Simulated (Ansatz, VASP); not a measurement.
**Two plane-wave programs on BaTlN**

```
Ba Tl N
1.0
     3.96975    0.00000    0.00000
    -1.98487    3.43790    0.00000
     0.00000    0.00000    6.97901
Ba Tl N
1 1 1
Direct
  0.66667 0.33333 0.50000
  0.66667 0.33333 0.00000
  0.00000 0.00000 0.00000
```

Alike in both runs: functional PBE; k mesh 4 × 4 × 3; occupations gaussian, width 0.15 eV; no spin polarisation.

Ansatz relaxed the structure, and its values are those at the end. VASP's run is a single point on that final structure, the one shown.

```csv
,VASP,Ansatz
version,VASP 6.6.1,Ansatz 0.2.0
potentials or method,"VASP PAW PBE potentials, release 64 (Ba_sv, Tl_d, N), cutoff 600 eV","scalar-relativistic, plane waves, PAW"
valence electrons in the cell,28,28
```

```tsv
	VASP	Ansatz	Ansatz less VASP
gap on the k mesh at the Fermi level (eV)	none	none	-
pressure (GPa)	0.2	0.1	-0.09
```

A gap of «none» marks a metal or a gap that the smearing closes. With one functional, cell and mesh, what is left measures potentials, basis and numerics.

The k mesh is coarse, so the values compare programs but aren't converged. Spin-orbit coupling is off throughout.
